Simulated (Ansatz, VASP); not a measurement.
## One calculation of Na2MgAlC6N6, two programs

Contents of INCAR:

```
PREC     = Accurate       # precision mode
ENCUT    = 970            # plane-wave cutoff, eV
EDIFF    = 1E-6           # SCF threshold, eV
ISMEAR   = 0              # smearing method
SIGMA    = 0.1            # smearing width, eV
LREAL    = Auto         
LASPH    = T              # aspherical terms in the spheres
NELM     = 120            # most SCF steps
ALGO     = Normal         # electronic algorithm
ISIF     = 2              # what is computed and relaxed
LWAVE    = F              # write WAVECAR
LCHARG   = T              # write CHGCAR
GGA      = PE             # functional
LELF     = T              # ELF
LVHAR    = T            
NBANDS   = 56             # bands
GGA_COMPAT= F
```

The input KPOINTS:

```
Automatic mesh
0
Gamma
  4 4 4
```

Contents of POSCAR:

```
Na2MgAlC6N6
1.0
    0.0000000000      5.1200000000      5.1200000000
    5.1200000000      0.0000000000      5.1200000000
    5.1200000000      5.1200000000      0.0000000000
Na Mg Al C N
2 1 1 6 6
Direct
    0.2500000000      0.2500000000      0.2500000000
    0.7500000000      0.7500000000      0.7500000000
    0.5000000000      0.5000000000      0.5000000000
    0.0000000000      0.0000000000      0.0000000000
    0.8168945300      0.1831054700      0.1831054700
    0.1831054700      0.8168945300      0.1831054700
    0.1831054700      0.1831054700      0.8168945300
    0.1831054700      0.8168945300      0.8168945300
    0.8168945300      0.1831054700      0.8168945300
    0.8168945300      0.8168945300      0.1831054700
    0.7026367200      0.2973632800      0.2973632800
    0.2973632800      0.7026367200      0.2973632800
    0.2973632800      0.2973632800      0.7026367200
    0.2973632800      0.7026367200      0.7026367200
    0.7026367200      0.2973632800      0.7026367200
    0.7026367200      0.7026367200      0.2973632800
```

Input for Ansatz:

```yaml
crystal:
  lattice:
    - [0.0, 5.12, 5.12]
    - [5.12, 0.0, 5.12]
    - [5.12, 5.12, 0.0]
  atoms:
    - { symbol: Na, position: [0.25, 0.25, 0.25] }
    - { symbol: Na, position: [0.75, 0.75, 0.75] }
    - { symbol: Mg, position: [0.5, 0.5, 0.5] }
    - { symbol: Al, position: [0.0, 0.0, 0.0] }
    - { symbol: C, position: [0.81689453, 0.18310547, 0.18310547] }
    - { symbol: C, position: [0.18310547, 0.81689453, 0.18310547] }
    - { symbol: C, position: [0.18310547, 0.18310547, 0.81689453] }
    - { symbol: C, position: [0.18310547, 0.81689453, 0.81689453] }
    - { symbol: C, position: [0.81689453, 0.18310547, 0.81689453] }
    - { symbol: C, position: [0.81689453, 0.81689453, 0.18310547] }
    - { symbol: "N", position: [0.70263672, 0.29736328, 0.29736328] }
    - { symbol: "N", position: [0.29736328, 0.70263672, 0.29736328] }
    - { symbol: "N", position: [0.29736328, 0.29736328, 0.70263672] }
    - { symbol: "N", position: [0.29736328, 0.70263672, 0.70263672] }
    - { symbol: "N", position: [0.70263672, 0.29736328, 0.70263672] }
    - { symbol: "N", position: [0.70263672, 0.70263672, 0.29736328] }
basis:
  ecutwfc: 420
kpoints:
  mp_grid: { grid: [4, 4, 4] }
hamiltonian:
  xc: pbe
scf:
  occupations: { method: gaussian, width: 0.1 }
  lower_state_search: "off"
output:
  forces: true
  stress: true
  eigenvalues: true
```

Alike in both runs: task single point; functional PBE; k mesh 4 × 4 × 4; occupations gaussian, width 0.1 eV; no spin polarisation.

|  | VASP | Ansatz |
| --- | --- | --- |
| version | VASP 6.6.1 | Ansatz 0.2.0 |
| potentials or method | VASP PAW PBE potentials, release 64 (Na_sv, Mg_sv, Al, C, N), cutoff 970 eV | scalar-relativistic, plane waves, PAW |
| valence electrons in the cell | 85 | 85 |

|  | VASP | Ansatz | Ansatz less VASP |
| --- | --- | --- | --- |
| gap on the k mesh at the Fermi level (eV) | none | none | - |
| pressure (GPa) | 9.7 | 9.3 | -0.35 |
| rms of the force components (eV/Å) | 0.682 | 0.787 | +0.1047 |

Atom by atom the forces differ by 0.189 eV/Å (rms over components). A gap of «none» marks a metal or a gap that the smearing closes.

Noted on VASP's run: the standard files for N, O and F lose accuracy on very short bonds.
